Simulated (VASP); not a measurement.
# Ge (P6_3/mmc) in VASP: a series of runs

The runs below take Ge through single point, relaxation of shape and atoms at fixed volume, with PBEsol.

Everything below comes from runs of VASP 6.6.1. Logs are shortened: lines on timing, memory, paths and dates and some standing lists are left out, and cuts for length are marked.

### Step 1. The cell of the first run

The structure is hexagonal, space group P6_3/mmc (No. 194). The conventional cell has a = 3.999 Å, b = 3.999 Å, c = 6.592 Å, α = 90.00°, β = 90.00°, γ = 120.00°. Ge (site symmetry 3m) has 4 Ge at 2.45 to 2.47 Å within 3.2 Å.

### Step 2. Single point, PBEsol

Input file INCAR:

```
SYSTEM = Ge
PREC = Accurate ; ENCUT = 520
EDIFF = 1E-7 ; ISMEAR = 0
SIGMA = 0.01 ; LREAL = .FALSE.
LASPH = .TRUE. ; NELM = 80
ALGO = Normal ; ISIF = 2
LWAVE = .FALSE. ; LCHARG = .FALSE.
GGA = PS ; NBANDS = 36
```

Input file KPOINTS:

```
regular mesh
0
G
  12 12 6
  0 0 0
```

Input file POSCAR:

```
Ge
1.0
    3.9986409606      0.0000000000      0.0000000000
   -1.9993204803      3.4629246525      0.0000000000
    0.0000000000      0.0000000000      6.5920608979
Ge
4
Direct
    0.6666666667      0.3333333333      0.0627779680
    0.3333333333      0.6666666667      0.5627779680
    0.6666666667      0.3333333333      0.4372220320
    0.3333333333      0.6666666667      0.9372220320
```

Potentials or basis: VASP PAW PBE potentials, release 64 (Ge_d).

Launch:

```
cat potpaw_PBE.64/Ge_d/POTCAR > POTCAR
mpirun -np 1 vasp_std > vasp.out
```

OUTCAR:

```text
SYSTEM = Ge
   PREC = Accurate
   ENCUT = 520
   EDIFF = 1E-7
   ISMEAR = 0
   LREAL = .FALSE.
   LASPH = .TRUE.
   NELM = 80
   ISIF = 2
   GGA = PS

 ion  position               nearest neighbor table
   1  0.667  0.333  0.063-   4 2.45   4 2.45   4 2.45   3 2.47
   2  0.333  0.667  0.563-   3 2.45   3 2.45   3 2.45   4 2.47
   3  0.667  0.333  0.437-   2 2.45   2 2.45   2 2.45   1 2.47
   4  0.333  0.667  0.937-   1 2.45   1 2.45   1 2.45   2 2.47

  LATTYP: Found a hexagonal cell.
 ALAT       =     3.9986409606
 C/A-ratio  =     1.6485753442

  Lattice vectors:

 A1 = (   3.9986409606,   0.0000000000,   0.0000000000)
 A2 = (  -1.9993204803,   3.4629246525,   0.0000000000)
 A3 = (   0.0000000000,   0.0000000000,   6.5920608979)

Analysis of symmetry for initial positions (statically):
=====================================================================
 Subroutine PRICEL returns:
 Original cell was already a primitive cell.

 Routine SETGRP: Setting up the symmetry group for a
 hexagonal supercell.

 Subroutine GETGRP returns: Found 24 space group operations
 (whereof 12 operations were pure point group operations)
 out of a pool of 24 trial point group operations.

The static configuration has the point symmetry D_3d.
 The point group associated with its full space group is D_6h.

Analysis of symmetry for dynamics (positions and initial velocities):
=====================================================================
 Subroutine PRICEL returns:
 Original cell was already a primitive cell.

 Routine SETGRP: Setting up the symmetry group for a
 hexagonal supercell.

 Subroutine GETGRP returns: Found 24 space group operations
 (whereof 12 operations were pure point group operations)
 out of a pool of 24 trial point group operations.

The dynamic configuration has the point symmetry D_3d.
 The point group associated with its full space group is D_6h.

 Subroutine INISYM returns: Found 24 space group operations
 (whereof 12 operations are pure point group operations),
 and found     1 'primitive' translations

----------------------------------------------------------------------------------------

                                     Primitive cell

  volume of cell :      91.2802

  direct lattice vectors                    reciprocal lattice vectors
[... 83 lines left out ...]
   ISTART =      0    job   : 0-new  1-cont  2-samecut
   ICHARG =      2    charge: 1-file 2-atom 10-const
   ISPIN  =      1    spin polarized calculation?
   LNONCOLLINEAR =      F non collinear calculations
   LSORBIT =      F    spin-orbit coupling
   LASPH  =      T    aspherical Exc in radial PAW
   ENCUT  =  520.0 eV  38.22 Ry    6.18 a.u.   7.43  7.43 12.26*2*pi/ulx,y,z
   NELM   =     80;   NELMIN=  2; NELMDL= -5     # of ELM steps
   EDIFF  = 0.1E-06   stopping-criterion for ELM
   LREAL  =      F    real-space projection
   EDIFFG = 0.1E-05   stopping-criterion for IOM
   NSW    =      0    number of steps for IOM
   IBRION =     -1    ionic relax: 0-MD 1-quasi-New 2-CG
   NFREE  =      0    steps in history (QN), initial steepest desc. (CG)
   ISIF   =      2    stress and relaxation
   ISYM   =      2    0-nonsym 1-usesym 2-fastsym
   POTIM  = 0.5000    time-step for ionic-motion
   TEBEG  =    0.0;   TEEND  =   0.0 temperature during run
   PSTRESS=    0.0 pullay stress
   NELECT =      56.0000    total number of electrons
   NUPDOWN=      -1.0000    fix difference up-down
   EMIN   =  10.00;   EMAX   =-10.00  energy-range for DOS
   EFERMI =   0.00;   METHOD = LEGACY
   ISMEAR =     0;   SIGMA  =   0.01  broadening in eV -4-tet -1-fermi 0-gaus
   EFERMI_NEDOS =   21; number of points for ismear=-14 and -15
   IALGO  =     38    algorithm
   IMIX   =      4    mixing-type and parameters
     AMIX     =   0.40;   BMIX     =  1.00
     AMIX_MAG =   1.60;   BMIX_MAG =  1.00
  volume/ion in A,a.u.               =      22.82       154.00
  Fermi-wavevector in a.u.,A,eV,Ry     =   1.391058  2.628719 26.327855  1.935043
  Thomas-Fermi vector in A             =   2.514934
   LORBIT       =      0    0 simple, 1 ext, 2 COOP (PROOUT), +10 PAW based schemes
   GGA     = PS    functional components
   LHFCALC =     F    Hartree Fock is set to
   AEXX    =    0.0000 exact exchange contribution
   IVDW    =     0    specifies the selected vdW correction
   LEPSILON=     F    determine dielectric tensor
   LRPA    =     F    only Hartree local field effects (RPA)
 non-spin polarized calculation
 Gauss-broadening in eV      SIGMA  =   0.01
  energy-cutoff  :      520.00
  volume of cell :       91.28
 maximum number of plane-waves:      2491
 NGX is ok and might be reduce to    30
   NGX = 15   NGY = 15   NGZ = 25

 number of electron      56.0000051 magnetization

 Free energy of the ion-electron system (eV)
  ---------------------------------------------------
  ext. energy  EPLUGINS =         0.00000000
  ---------------------------------------------------
  free energy    TOTEN  =       -19.68420450 eV

  energy without entropy =      -19.68417476  energy(sigma->0) =      -19.68418963

 E-fermi :   4.7961     XC(G=0): -10.0855

 val. band max:        4.7897876144   @ k =   0.0833  -0.0000   0.0000
 cond. band min:       4.8045240436   @ k =   0.0000   0.0000   0.0000
 fundamental gap:      0.0147364291
 Fermi energy:         4.7961162841

 k-point     1 :       0.0000    0.0000    0.0000
  band No.  band energies     occupation
      1     -20.0072      2.00000
      2     -20.0072      2.00000
      3     -19.9696      2.00000
      4     -19.9688      2.00000
      5     -19.9688      2.00000
      6     -19.9557      2.00000
[... 925 lines left out ...]
     35      11.7701      0.00000
     36      12.4521      0.00000

 [... further k-points ...]
[... 5 lines left out ...]
  --------------------------------------------------------------------------------------
  -------------------------------------------------------------------------------------
  Total       -0.0672954     -0.0672954     -0.0444488     -0.0000000     -0.0000000      0.0000000
  in kB       -1.1811887     -1.1811887     -0.7801784     -0.0000000     -0.0000000      0.0000000
  external PRESSURE =      -1.0475186 kB  Pullay stress =       0.0000000 kB

 VOLUME and BASIS-vectors are now :
 -----------------------------------------------------------------------------
  energy-cutoff  :      520.00
  volume of cell :       91.28
      direct lattice vectors                 reciprocal lattice vectors
     3.998640961  0.000000000  0.000000000     0.250084969  0.144386624  0.000000000
    -1.999320480  3.462924652  0.000000000     0.000000000  0.288773248  0.000000000
     0.000000000  0.000000000  6.592060898     0.000000000  0.000000000  0.151697628

 POSITION                                       TOTAL-FORCE (eV/Angst)
 -----------------------------------------------------------------------------------
      1.99932      1.15431      0.41384         0.000000      0.000000      0.003161
     -0.00000      2.30862      3.70987        -0.000000     -0.000000      0.003161
      1.99932      1.15431      2.88219         0.000000      0.000000     -0.003161
     -0.00000      2.30862      6.17822        -0.000000     -0.000000     -0.003161
 -----------------------------------------------------------------------------------
    total drift:                               -0.000000      0.000000     -0.000000

  FREE ENERGIE OF THE ION-ELECTRON SYSTEM (eV)
  ---------------------------------------------------
  free  energy   TOTEN  =       -19.6842045003 eV

  energy  without entropy=      -19.6841747579  energy(sigma->0) =      -19.68418963
```

OSZICAR:

```text
N       E                     dE             d eps       ncg     rms          rms(c)
DAV:   1     0.489775231314E+03    0.48978E+03   -0.28293E+04  6472   0.429E+03
DAV:   2     0.661114728982E+02   -0.42366E+03   -0.41244E+03  5472   0.805E+02
DAV:   3    -0.152727243061E+02   -0.81384E+02   -0.80401E+02  5896   0.206E+02
DAV:   4    -0.198912518841E+02   -0.46185E+01   -0.46001E+01  6512   0.571E+01
DAV:   5    -0.199846793534E+02   -0.93427E-01   -0.93400E-01  6092   0.906E+00    0.458E+00
DAV:   6    -0.197802117746E+02    0.20447E+00   -0.99860E-02  6612   0.285E+00    0.260E+00
DAV:   7    -0.196814023233E+02    0.98809E-01   -0.13752E-01  5904   0.272E+00    0.206E-01
DAV:   8    -0.196836468257E+02   -0.22445E-02   -0.15587E-02  6132   0.127E+00    0.104E-01
DAV:   9    -0.196841589349E+02   -0.51211E-03   -0.49021E-04  6396   0.141E-01    0.274E-02
DAV:  10    -0.196841976368E+02   -0.38702E-04   -0.92295E-05  7088   0.123E-01    0.788E-03
DAV:  11    -0.196842039910E+02   -0.63542E-05   -0.10053E-05  5980   0.184E-02    0.291E-03
DAV:  12    -0.196842045784E+02   -0.58741E-06   -0.80573E-07  5300   0.640E-03    0.785E-04
DAV:  13    -0.196842045003E+02    0.78060E-07   -0.74139E-08  4124   0.274E-03
   1 F= -.19684205E+02 E0= -.19684190E+02  d E =-.297424E-04
```

stdout:

```text
POSCAR found type information on POSCAR Ge
 POSCAR found :  1 types and       4 ions
 scaLAPACK will be used
 -----------------------------------------------------------------------------
|                                                                             |
|                                                                             |
|     You enforced a specific xc type in the INCAR file but a different       |
|     I HOPE YOU KNOW WHAT YOU ARE DOING!                                     |
|                                                                             |
 -----------------------------------------------------------------------------

 LDA part: xc-table for (Slater+PW92), standard interpolation
 POSCAR, INCAR and KPOINTS ok, starting setup
 FFT: planning ... GRIDC
 FFT: planning ... GRID_SOFT
 FFT: planning ... GRID
 WAVECAR not read
 entering main loop
```

Run time: 8.9 min. Hardware: 1 thread of AMD EPYC 7R13, shared host; peak memory 0.28 GiB.

What came out:

```yaml
Free_energy: -19.6842 eV
Pressure: -0.1 GPa
Largest_force: 0.003 eV/Å
Band_gap_on_the_k_mesh: zero (band 28 reaches 4.80 eV, above the bottom of band 29 at 4.77 eV)
```

Forces on the atoms (eV/Å):
```
Ge   0.000  0.000  0.003
Ge   0.000  0.000  0.003
Ge   0.000  0.000 -0.003
Ge   0.000  0.000 -0.003
```

Levels at points of the mesh, in eV from the Fermi level:
```
           k point  band 24  band 25  band 26  band 27  band 28  band 29  band 30  band 31  band 32  band 33
(0.00, 0.00, 0.00)    -1.45    -1.45    -0.11    -0.11     0.01     0.16     0.16     2.28     2.28     2.78
(0.50, 0.00, 0.00)    -6.72    -4.57    -3.04    -2.80    -1.41     0.49     1.65     3.54     3.72     4.35
(0.00, 0.00, 0.50)    -4.78    -0.83    -0.83    -0.83    -0.83     0.67     0.67     3.38     3.38     3.38
(0.50, 0.00, 0.50)    -7.85    -2.51    -2.51    -2.38    -2.38     0.51     0.51     2.09     2.09     6.13
```

Caveat: the PAW data sets were made with another functional, which shifts forces and pressure a little.

### Step 3. Single point, PBEsol

Input file INCAR:

```
SYSTEM = Ge
PREC = Accurate ; ENCUT = 520
EDIFF = 1E-6 ; ISMEAR = 0
SIGMA = 0.1 ; LREAL = .False.
LASPH = .True. ; NELM = 60
ALGO = Normal ; ISIF = 2
LWAVE = .False. ; LCHARG = .False.
GGA = PS ; NBANDS = 36
```

Input file KPOINTS:

```
regular mesh
0
Gamma
  12 12 6
  0 0 0
```

Input file POSCAR:

```
Ge
1.0
    3.9969678639      0.0000000000      0.0000000000
   -1.9984839319      3.4614757082      0.0000000000
    0.0000000000      0.0000000000      6.5963651344
Ge
4
Direct
    0.6666666667      0.3333333333      0.0629118565
    0.3333333333      0.6666666667      0.5629118565
    0.6666666667      0.3333333333      0.4370881435
    0.3333333333      0.6666666667      0.9370881435
```

Potentials or basis: VASP PAW PBE potentials, release 64 (Ge_d).

Launch:

```
cat potpaw_PBE.64/Ge_d/POTCAR > POTCAR
mpirun -np 1 vasp_std > vasp.out
```

Wall time 8.8 min (1 thread of AMD EPYC 7R13, shared host); peak memory 0.28 GiB.

It converged, with:

- Free energy: -19.6847 eV
- Pressure: -0.1 GPa
- Largest force: 0.005 eV/Å
- Band gap on the k mesh: zero (band 28 reaches 4.80 eV, above the bottom of band 29 at 4.79 eV)

Forces in eV/Å, atoms in the order of the input:
```
Ge   0.000  0.000 -0.005
Ge   0.000  0.000 -0.005
Ge   0.000  0.000  0.005
Ge   0.000  0.000  0.005
```

Levels at points of the mesh, in eV from the Fermi level:
| k point | band 24 | band 25 | band 26 | band 27 | band 28 | band 29 | band 30 | band 31 | band 32 | band 33 |
| --- | --- | --- | --- | --- | --- | --- | --- | --- | --- | --- |
| (0.00, 0.00, 0.00) | -1.51 | -1.51 | -0.18 | -0.16 | -0.05 | 0.10 | 0.10 | 2.22 | 2.22 | 2.71 |
| (0.50, 0.00, 0.00) | -6.78 | -4.63 | -3.10 | -2.86 | -1.47 | 0.44 | 1.59 | 3.47 | 3.65 | 4.28 |
| (0.00, 0.00, 0.50) | -4.85 | -0.88 | -0.88 | -0.88 | -0.88 | 0.62 | 0.62 | 3.32 | 3.32 | 3.32 |
| (0.50, 0.00, 0.50) | -7.91 | -2.58 | -2.58 | -2.44 | -2.44 | 0.45 | 0.45 | 2.03 | 2.03 | 6.07 |

Caveat: the PAW data sets were made with another functional, which shifts forces and pressure a little.

### Step 4. Single point, PBEsol (equal strain along all axes, cell held: -4.5 %, then relaxed in part)

Input file INCAR:

```
SYSTEM = Ge
PREC     = Accurate       ! precision mode
ENCUT    = 520            ! plane-wave cutoff, eV
EDIFF    = 1E-7           ! SCF threshold, eV
ISMEAR   = 0              ! smearing method
SIGMA    = 0.1            ! smearing width, eV
LREAL    = .False.        ! projectors in reciprocal space
LASPH    = .True.         ! aspherical terms in the spheres
NELM     = 100            ! most SCF steps
ALGO     = Normal         ! electronic algorithm
ISIF     = 2              ! what is computed and relaxed
LWAVE    = .False.        ! write WAVECAR
LCHARG   = .True.         ! write CHGCAR
GGA      = PS             ! functional
LELF     = .True.         ! ELF
LVHAR    = .True.       
NBANDS   = 36             ! bands
```

Input file KPOINTS:

```
regular mesh
0
Gamma
  18 18 8
  0 0 0
```

Input file POSCAR:

```
Ge
1.0
    3.8171043100      0.0000000000      0.0000000000
   -1.9085521550      3.3057093014      0.0000000000
    0.0000000000      0.0000000000      6.2995287034
Ge
4
Direct
    0.6666666667      0.3333333333      0.0631828619
    0.3333333333      0.6666666667      0.5631828619
    0.6666666667      0.3333333333      0.4368171381
    0.3333333333      0.6666666667      0.9368171381
```

Launch:

```
cat potpaw_PBE.64/Ge_d/POTCAR > POTCAR
mpirun -np 1 vasp_std > vasp.out
```

Wall time 15 min (1 thread of AMD EPYC 7R13, shared host); peak memory 0.43 GiB.

It converged, with:

```yaml
Free_energy: -19.2722 eV
Pressure: 12.8 GPa
```

Forces on the atoms (eV/Å):
```
Ge   0.000  0.000  0.003
Ge   0.000  0.000  0.003
Ge   0.000  0.000 -0.003
Ge   0.000  0.000 -0.003
```

Stress tensor (GPa, compression positive):
```
12.67  0.00  0.00
 0.00 12.67  0.00
 0.00  0.00 13.18
```

Levels at points of the mesh, in eV from the Fermi level:
```csv
k point,band 25,band 26,band 27,band 28,band 29,band 30,band 31,band 32
"(0.00, 0.00, 0.00)",-1.90,-0.38,0.00,0.00,0.08,1.11,2.04,2.04
"(0.50, 0.00, 0.00)",-5.55,-3.77,-3.58,-1.84,0.12,1.86,3.28,3.53
"(0.00, 0.00, 0.50)",-1.18,-1.18,-1.18,-1.18,0.94,0.94,3.27,3.27
"(0.50, 0.00, 0.50)",-3.11,-3.11,-3.00,-3.00,0.37,0.37,1.75,1.75
```

Caveat: the cell differs from its parent crystal (equal strain along all axes, cell held: -4.5 %, then relaxed in part); the PAW data sets were made with another functional, which shifts forces and pressure a little.

(Continued in part 2 of 2.)
